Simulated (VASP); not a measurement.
Runs of VASP 6.6.1 on CuI. The structure is that of space group F-43m (No. 216), or close to it. The cells are those of the table. 

```tsv
task	level	spin	cell	k mesh	cutoff (eV)	smearing	grid for exact exchange (PRECFOCK)	share of exact exchange	gap on the mesh (eV)	pressure (GPa)	relaxed volume (Å³/atom)
single point	HF	off	a = 4.316 Å, angles 60.0°, 2 atoms	4 × 4 × 4	520	fermi-dirac 0.05 eV	Normal	1	9.81	7.2	-
single point	PBEsol	off	a = 4.200 Å, angles 60.0°, 2 atoms	8 × 8 × 8	520	fermi-dirac 0.05 eV	-	-	1.20	0.1	-
relaxation of cell and atoms	RPBE	off	relaxed from a = 4.287 Å, angles 60.0°, 2 atoms	8 × 8 × 8	600	fermi-dirac 0.05 eV	-	-	(b)	0.0	29.75
single point	RPBE	off	a = 4.371 Å, angles 60.0°, 2 atoms	8 × 8 × 8	520	fermi-dirac 0.05 eV	-	-	(d)	0.2	-
single point	SVWN5	off	a = 4.287 Å, angles 60.0°, 2 atoms	8 × 8 × 8	520	fermi-dirac 0.05 eV	-	-	(a)	-4.3	-
single point	PBE+D4	off	a = 4.221 Å, angles 60.0°, 2 atoms	8 × 8 × 8	520	fermi-dirac 0.05 eV	-	-	1.27	0.0	-
relaxation of cell and atoms	PBEsol	off	relaxed from a = 4.287 Å, angles 60.0°, 2 atoms	8 × 8 × 8	600	fermi-dirac 0.05 eV	-	-	1.18	0.0	26.30
single point	r2SCAN	non-collinear, zero start, SOC	a = 4.287 Å, angles 60.0°, 2 atoms	5 × 5 × 5	520	methfessel-paxton 0.15 eV	-	-	-	(c)	-
single point	b88 exchange, pbe correlation	off	a = 4.287 Å, angles 60.0°, 2 atoms	8 × 8 × 8	600	fermi-dirac 0.01 eV	-	-	1.16	0.6	-
single point	PBE+D3(BJ)	off	a = 4.229 Å, angles 60.0°, 2 atoms	8 × 8 × 8	520	fermi-dirac 0.05 eV	-	-	1.26	-0.2	-
```

Task: Fill in the values left out.

Result: (a) 0.96; (b) 1.12; (c) -0.7; (d) 1.13.

Caveats: some runs use coarse meshes; spin-orbit coupling is left out, which moves the levels of the heavy elements (at least some runs); the PAW data sets were made with another functional, which shifts forces and pressure a little (at least some runs); the cell stands under tension (at least some runs).

A k mesh can miss the band edges, and rows without SOC leave out spin-orbit coupling on I.
